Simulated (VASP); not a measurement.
**TmTa3: single point with PBE**

The system is TmTa3.

```xyz
4
Lattice="4.4652 -0.0005 0.0186 -0.0005 4.3187 0.0303 0.0186 0.0303 4.3847" Properties=species:S:1:pos:R:3 pbc="T T T"
Tm    1.7020    3.8680    0.9982
Ta    1.6188    6.2821    3.2230
Ta    3.2818    3.8937    3.0562
Ta    3.7028    6.1144    0.9661
```

- Program: VASP 6.6.1
- Task: single point
- Functional: PBE
- Potentials or basis: VASP PAW PBE potentials, release 64 (Tm, Ta_pv)
- Cutoff: 600 eV
- k mesh: 2 × 2 × 2, shifted
- Occupations: fermi-dirac, width 0.15 eV
- Spin: collinear spin, ferromagnetic start
- Starting moments: [1.0, 0.0, 0.0, 0.0] μB

```json
{
 "Pressure": "4.1 GPa",
 "Largest force": "5.143 eV/Å",
 "Net moment": "-1.39 μB per cell",
 "Site moments": "Tm -1.33; Ta -0.04, -0.01, +0.01 μB",
 "Valence electrons inside the program's atomic spheres": "Tm 21.43; Ta 8.88, 8.94, 8.72"
}
```

Forces on the atoms (eV/Å):
```
Tm  -3.104  1.487 -0.833
Ta  -2.162 -2.471  0.119
Ta   4.873  1.453  0.770
Ta   0.392 -0.469 -0.056
```

Stress tensor (GPa, compression positive):
```
 8.30  3.01  1.06
 3.01  2.77 -0.82
 1.06 -0.82  1.38
```

Levels at points of the mesh, in eV from the Fermi level:
Spin up:
| k point | band 25 | band 26 | band 27 | band 28 | band 29 | band 30 |
| --- | --- | --- | --- | --- | --- | --- |
| (0.25, 0.25, 0.25) | -0.35 | -0.24 | -0.17 | 0.00 | 0.21 | 0.45 |
Spin down:
| k point | band 27 | band 28 | band 29 | band 30 | band 31 | band 32 |
| --- | --- | --- | --- | --- | --- | --- |
| (0.25, 0.25, 0.25) | -0.87 | -0.75 | 0.02 | 0.37 | 0.86 | 1.27 |

Run time: 7.4 min on 1 thread of Intel Xeon 8259CL (shared host), peak memory 0.27 GiB.

Caveat: the k points lie up to 0.73 Å⁻¹ apart; the magnetic or orbital state may not be the lowest; spin-orbit coupling is left out, which moves the levels of the heavy elements; without U or exact exchange the open f shell lies at the Fermi level, which spoils levels, moments and volumes; forces of over 1 eV/Å act on the atoms, so gaps and moduli don't describe the material at rest. The state reached can hang on the start; a lower one may exist.
